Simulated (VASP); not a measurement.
# Ge (I4_1/amd) in VASP: a series of runs

The runs below take Ge through single point, with PBEsol.

All numbers are computed with VASP 6.6.1; they aren't measurements. Logs are shortened: lines on timing, memory, paths and dates and some standing lists are left out, and cuts for length are marked.

## 1. The cell of the first run

It takes space group I4_1/amd (No. 141, tetragonal). Conventional cell: a = 5.226 Å, b = 5.226 Å, c = 2.711 Å, α = 90.00°, β = 90.00°, γ = 90.00°. Ge (site symmetry -4m2) has 10 Ge at 2.70 to 3.31 Å within 3.6 Å.

## 2. Single point, PBEsol (strain +0.015 along x and y, -0.030 along z)

Input file INCAR:

```
SYSTEM = Ge
PREC = Accurate
ENCUT = 520
EDIFF = 1E-6
ISMEAR = 0
SIGMA = 0.15
LREAL = .FALSE.
LASPH = .TRUE.
NELM = 80
ALGO = Normal
ISIF = 2
LWAVE = .FALSE.
LCHARG = .FALSE.
GGA = PS
NBANDS = 21
```

Input file KPOINTS:

```
regular mesh
0
G
  20 20 20
  0 0 0
```

Input file POSCAR:

```
Ge
1.0
   -2.6131070648      2.6131070648      1.3554902639
    2.6131070648     -2.6131070648      1.3554902639
    2.6131070648      2.6131070648     -1.3554902639
Ge
2
Direct
    0.2500000000      0.7500000000      0.5000000000
    0.5000000000      0.5000000000      0.0000000000
```

Potentials or basis: VASP PAW PBE potentials, release 64 (Ge_d).

Started as:

```console
cat potpaw_PBE.64/Ge_d/POTCAR > POTCAR
mpirun -np 1 vasp_std > vasp.out
```

OUTCAR:

```text
SYSTEM = Ge
   PREC = Accurate
   ENCUT = 520
   EDIFF = 1E-6
   ISMEAR = 0
   LREAL = .FALSE.
   LASPH = .TRUE.
   NELM = 80
   ISIF = 2
   GGA = PS

 ion  position               nearest neighbor table
   1  0.250  0.750  0.500-   2 2.70   2 2.70   2 2.70   2 2.70
   2  0.500  0.500  0.000-   1 2.70   1 2.70   1 2.70   1 2.70

  LATTYP: Found a body centered tetragonal cell.
 ALAT       =     5.2262141296
 C/A-ratio  =     0.5187274116

  Lattice vectors:

 A1 = (  -2.6131070648,   2.6131070648,   1.3554902639)
 A2 = (   2.6131070648,  -2.6131070648,   1.3554902639)
 A3 = (   2.6131070648,   2.6131070648,  -1.3554902639)

Analysis of symmetry for initial positions (statically):
=====================================================================
 Subroutine PRICEL returns:
 Original cell was already a primitive cell.

 Routine SETGRP: Setting up the symmetry group for a
 body centered tetragonal supercell.

 Subroutine GETGRP returns: Found 16 space group operations
 (whereof  8 operations were pure point group operations)
 out of a pool of 16 trial point group operations.

The static configuration has the point symmetry D_2d.
 The point group associated with its full space group is D_4h.

Analysis of symmetry for dynamics (positions and initial velocities):
=====================================================================
 Subroutine PRICEL returns:
 Original cell was already a primitive cell.

 Routine SETGRP: Setting up the symmetry group for a
 body centered tetragonal supercell.

 Subroutine GETGRP returns: Found 16 space group operations
 (whereof  8 operations were pure point group operations)
 out of a pool of 16 trial point group operations.

The dynamic configuration has the point symmetry D_2d.
 The point group associated with its full space group is D_4h.

 Subroutine INISYM returns: Found 16 space group operations
 (whereof  8 operations are pure point group operations),
 and found     1 'primitive' translations

----------------------------------------------------------------------------------------

                                     Primitive cell

  volume of cell :      37.0229

  direct lattice vectors                    reciprocal lattice vectors
    -2.613107065  2.613107065  1.355490264     0.000000000  0.191343098  0.368870226
     2.613107065 -2.613107065  1.355490264     0.191343098  0.000000000  0.368870226
     2.613107065  2.613107065 -1.355490264     0.191343098  0.191343098  0.000000000

  length of vectors
     3.936243250  3.936243250  3.936243250     0.415544732  0.415544732  0.270600004

  position of ions in fractional coordinates (direct lattice)
     0.250000000  0.750000000  0.500000000
     0.500000000  0.500000000  0.000000000

  ion indices of the primitive-cell ions
   primitive index   ion index
                 1           1
                 2           2

----------------------------------------------------------------------------------------

 KPOINTS: regular mesh

Automatic generation of k-mesh.
 Grid dimensions read from file:
 generate k-points for:   20   20   20

 Generating k-lattice:

  Cartesian coordinates                     Fractional coordinates (reciprocal lattice)
     0.000000000  0.009567155  0.018443511     0.050000000  0.000000000  0.000000000
     0.009567155  0.000000000  0.018443511     0.000000000  0.050000000  0.000000000
     0.009567155  0.009567155  0.000000000     0.000000000  0.000000000  0.050000000

  Length of vectors
     0.020777237  0.020777237  0.013530000

  Shift w.r.t. Gamma in fractional coordinates (k-lattice)
     0.000000000  0.000000000  0.000000000

 Subroutine IBZKPT returns following result:
 ===========================================

 Found    641 irreducible k-points:

 Following reciprocal coordinates:
            Coordinates               Weight
  0.000000  0.000000  0.000000      1.000000
  0.050000 -0.000000  0.000000      8.000000
  0.100000  0.000000 -0.000000      8.000000
  0.150000  0.000000 -0.000000      8.000000
  0.200000  0.000000 -0.000000      8.000000
  0.250000  0.000000 -0.000000      8.000000
[... 16 lines left out ...]
 -0.400000  0.050000  0.000000     16.000000
 -0.350000  0.050000  0.000000     16.000000
 [... further k-points ...]
   k-points           NKPTS =    641   k-points in BZ     NKDIM =    641   number of bands    NBANDS=     21
   number of dos      NEDOS =    301   number of ions     NIONS =      2
   total plane-waves  NPLWV =  27000
   dimension x,y,z NGX =    30 NGY =   30 NGZ =   30
   dimension x,y,z NGXF=    60 NGYF=   60 NGZF=   60
   ions per type =               2
   NGX,Y,Z   is equivalent  to a cutoff of  12.67, 12.67, 12.67 a.u.
   NGXF,Y,Z  is equivalent  to a cutoff of  25.34, 25.34, 25.34 a.u.
 SYSTEM =  Ge
   PREC   = accura    normal or accurate (medium, high low for compatibility)
   ISTART =      0    job   : 0-new  1-cont  2-samecut
   ICHARG =      2    charge: 1-file 2-atom 10-const
   ISPIN  =      1    spin polarized calculation?
   LNONCOLLINEAR =      F non collinear calculations
   LSORBIT =      F    spin-orbit coupling
   LASPH  =      T    aspherical Exc in radial PAW
   ENCUT  =  520.0 eV  38.22 Ry    6.18 a.u.   7.32  7.32  7.32*2*pi/ulx,y,z
   NELM   =     80;   NELMIN=  2; NELMDL= -5     # of ELM steps
   EDIFF  = 0.1E-05   stopping-criterion for ELM
   LREAL  =      F    real-space projection
   EDIFFG = 0.1E-04   stopping-criterion for IOM
   NSW    =      0    number of steps for IOM
   IBRION =     -1    ionic relax: 0-MD 1-quasi-New 2-CG
   NFREE  =      0    steps in history (QN), initial steepest desc. (CG)
   ISIF   =      2    stress and relaxation
   ISYM   =      2    0-nonsym 1-usesym 2-fastsym
   POTIM  = 0.5000    time-step for ionic-motion
   TEBEG  =    0.0;   TEEND  =   0.0 temperature during run
   PSTRESS=    0.0 pullay stress
   NELECT =      28.0000    total number of electrons
   NUPDOWN=      -1.0000    fix difference up-down
   EMIN   =  10.00;   EMAX   =-10.00  energy-range for DOS
   EFERMI =   0.00;   METHOD = LEGACY
   ISMEAR =     0;   SIGMA  =   0.15  broadening in eV -4-tet -1-fermi 0-gaus
   EFERMI_NEDOS =   21; number of points for ismear=-14 and -15
   IALGO  =     38    algorithm
   IMIX   =      4    mixing-type and parameters
     AMIX     =   0.40;   BMIX     =  1.00
     AMIX_MAG =   1.60;   BMIX_MAG =  1.00
  volume/ion in A,a.u.               =      18.51       124.92
  Fermi-wavevector in a.u.,A,eV,Ry     =   1.491548  2.818617 30.269092  2.224716
  Thomas-Fermi vector in A             =   2.604189
   LORBIT       =      0    0 simple, 1 ext, 2 COOP (PROOUT), +10 PAW based schemes
   GGA     = PS    functional components
   LHFCALC =     F    Hartree Fock is set to
   AEXX    =    0.0000 exact exchange contribution
   IVDW    =     0    specifies the selected vdW correction
   LEPSILON=     F    determine dielectric tensor
   LRPA    =     F    only Hartree local field effects (RPA)
 non-spin polarized calculation
 Gauss-broadening in eV      SIGMA  =   0.15
  energy-cutoff  :      520.00
  volume of cell :       37.02
 maximum number of plane-waves:      1025
 NGX is ok and might be reduce to    30
   NGX = 15   NGY = 15   NGZ = 15

 number of electron      28.0000003 magnetization

 Free energy of the ion-electron system (eV)
  ---------------------------------------------------
  ext. energy  EPLUGINS =         0.00000000
  ---------------------------------------------------
  free energy    TOTEN  =        -9.52092258 eV

  energy without entropy =       -9.51145573  energy(sigma->0) =       -9.51618916

 E-fermi :   6.6326     XC(G=0): -11.4711

 val. band max:        6.6304159219   @ k =  -0.3000   0.4000   0.1000
 cond. band min:       6.6327478067   @ k =   0.1500   0.1500   0.1500
 fundamental gap:      0.0023318848
 Fermi energy:         6.6326379716

 k-point     1 :       0.0000    0.0000    0.0000
  band No.  band energies     occupation
      1     -18.0025      2.00000
      2     -17.9908      2.00000
      3     -17.9606      2.00000
      4     -17.9307      2.00000
      5     -17.8156      2.00000
      6     -17.8156      2.00000
[... 13 lines left out ...]
     20      17.7633      0.00000
     21      18.7557      0.00000

 k-point     2 :       0.0500   -0.0000    0.0000
  band No.  band energies     occupation
      1     -18.0017      2.00000
      2     -17.9861      2.00000
      3     -17.9547      2.00000
      4     -17.9294      2.00000
      5     -17.8197      2.00000
      6     -17.8195      2.00000
[... 13 lines left out ...]
     20      17.8054      0.00000
     21      19.0669      0.00000

 k-point     3 :       0.1000    0.0000   -0.0000
  band No.  band energies     occupation
      1     -17.9989      2.00000
      2     -17.9725      2.00000
      3     -17.9386      2.00000
      4     -17.9256      2.00000
      5     -17.8285      2.00000
      6     -17.8272      2.00000
[... 13 lines left out ...]
     20      17.9610      0.00000
     21      19.0395      0.00000

 k-point     4 :       0.1500    0.0000   -0.0000
  band No.  band energies     occupation
      1     -17.9935      2.00000
      2     -17.9520      2.00000
      3     -17.9196      2.00000
      4     -17.9155      2.00000
      5     -17.8404      2.00000
      6     -17.8354      2.00000
[... 13 lines left out ...]
     20      17.4556      0.00000
     21      17.7795      0.00000

 k-point     5 :       0.2000    0.0000   -0.0000
  band No.  band energies     occupation
      1     -17.9861      2.00000
      2     -17.9280      2.00000
      3     -17.9122      2.00000
      4     -17.8910      2.00000
      5     -17.8539      2.00000
      6     -17.8403      2.00000
[... 13 lines left out ...]
     20      16.5242      0.00000
     21      17.0673      0.00000

 k-point     6 :       0.2500    0.0000   -0.0000
  band No.  band energies     occupation
      1     -17.9781      2.00000
      2     -17.9071      2.00000
      3     -17.9048      2.00000
      4     -17.8768      2.00000
      5     -17.8671      2.00000
      6     -17.8394      2.00000
[... 13 lines left out ...]
     20      15.7026      0.00000
     21      16.9977      0.00000

 k-point     7 :       0.3000    0.0000   -0.0000
  band No.  band energies     occupation
      1     -17.9709      2.00000
      2     -17.9014      2.00000
      3     -17.8965      2.00000
      4     -17.8805      2.00000
      5     -17.8754      2.00000
      6     -17.8455      2.00000
[... 13 lines left out ...]
     20      15.0598      0.00000
     21      17.3736      0.00000
[... 291 lines left out ...]
      1     -17.9592      2.00000
      2     -17.9228      2.00000
      3     -17.9199      2.00000
      4     -17.8817      2.00000
      5     -17.8685      2.00000
      6     -17.8598      2.00000
[... 13 lines left out ...]
     20      17.9715      0.00000
     21      18.6208      0.00000

 k-point    21 :       0.5000    0.0500   -0.0000
  band No.  band energies     occupation
      1     -17.9577      2.00000
      2     -17.9209      2.00000
      3     -17.9201      2.00000
      4     -17.8817      2.00000
      5     -17.8670      2.00000
      6     -17.8595      2.00000
[... 13 lines left out ...]
     20      18.0146      0.00000
     21      18.5250      0.00000

 k-point    22 :      -0.4500    0.0500    0.0000
  band No.  band energies     occupation
      1     -17.9586      2.00000
      2     -17.9153      2.00000
      3     -17.9128      2.00000
      4     -17.8843      2.00000
      5     -17.8629      2.00000
      6     -17.8626      2.00000
[... 13 lines left out ...]
     20      17.0852      0.00000
     21      18.6381      0.00000

 k-point    23 :      -0.4000    0.0500    0.0000
  band No.  band energies     occupation
      1     -17.9615      2.00000
      2     -17.9073      2.00000
      3     -17.9012      2.00000
      4     -17.8885      2.00000
      5     -17.8679      2.00000
      6     -17.8557      2.00000
[... 13 lines left out ...]
     20      15.7495      0.00000
     21      17.9020      0.00000

 k-point    24 :      -0.3500    0.0500    0.0000
  band No.  band energies     occupation
      1     -17.9662      2.00000
      2     -17.9015      2.00000
      3     -17.8956      2.00000
      4     -17.8879      2.00000
      5     -17.8705      2.00000
      6     -17.8471      2.00000
[... 13 lines left out ...]
     20      15.5398      0.00000
     21      17.2840      0.00000

 [... further k-points ...]

------------------------ aborting loop because EDIFF is reached ----------------------------------------

  FORCE on cell =-STRESS in cart. coord.  units (eV):
  Direction    XX          YY          ZZ          XY          YZ          ZX
  --------------------------------------------------------------------------------------
  -------------------------------------------------------------------------------------
  Total       -0.5090340     -0.5090340      0.6429218      0.0000000      0.0000000      0.0000000
  in kB      -22.0285839    -22.0285839     27.8226143      0.0000000      0.0000000      0.0000000
  external PRESSURE =      -5.4115179 kB  Pullay stress =       0.0000000 kB

 VOLUME and BASIS-vectors are now :
 -----------------------------------------------------------------------------
  energy-cutoff  :      520.00
  volume of cell :       37.02
      direct lattice vectors                 reciprocal lattice vectors
    -2.613107065  2.613107065  1.355490264     0.000000000  0.191343098  0.368870226
     2.613107065 -2.613107065  1.355490264     0.191343098  0.000000000  0.368870226
     2.613107065  2.613107065 -1.355490264     0.191343098  0.191343098  0.000000000

 POSITION                                       TOTAL-FORCE (eV/Angst)
 -----------------------------------------------------------------------------------
      2.61311     -0.00000      0.67775        -0.000000      0.000000      0.000000
      0.00000      0.00000      1.35549         0.000000     -0.000000     -0.000000
 -----------------------------------------------------------------------------------
    total drift:                                0.000000     -0.000000      0.000000

  FREE ENERGIE OF THE ION-ELECTRON SYSTEM (eV)
  ---------------------------------------------------
  free  energy   TOTEN  =        -9.5209225817 eV

  energy  without entropy=       -9.5114557332  energy(sigma->0) =       -9.51618916
```

Wall time 6.7 min (1 thread of Intel Xeon 8259CL, shared host); peak memory 0.48 GiB.

Results:

| Item | Value |
| --- | --- |
| Free energy | -9.5209 eV |
| Pressure | -0.5 GPa |
| Band gap on the k mesh | zero (bands 14 and 15 overlap by 4.92 eV) |

Levels at points of the mesh, in eV from the Fermi level:
| k point | band 10 | band 11 | band 12 | band 13 | band 14 | band 15 | band 16 | band 17 | band 18 | band 19 |
| --- | --- | --- | --- | --- | --- | --- | --- | --- | --- | --- |
| (0.00, 0.00, 0.00) | -24.34 | -13.30 | -4.59 | -2.52 | -2.52 | 3.09 | 7.16 | 7.16 | 9.01 | 9.29 |
| (0.50, 0.00, 0.00) | -24.36 | -7.65 | -6.18 | -2.64 | -2.17 | -1.06 | 2.59 | 3.56 | 5.45 | 8.55 |
| (0.50, 0.50, 0.00) | -24.41 | -10.66 | -10.66 | 0.37 | 0.37 | 1.49 | 1.49 | 8.49 | 8.49 | 12.26 |
| (0.50, 0.50, 0.50) | -24.44 | -9.10 | -9.10 | -5.95 | -5.95 | 7.25 | 7.25 | 10.39 | 10.39 | 15.39 |

Caveat: the cell differs from its parent crystal (strain +0.015 along x and y, -0.030 along z); the PAW data sets were made with another functional, which shifts forces and pressure a little.

[end of part 1 of 3]
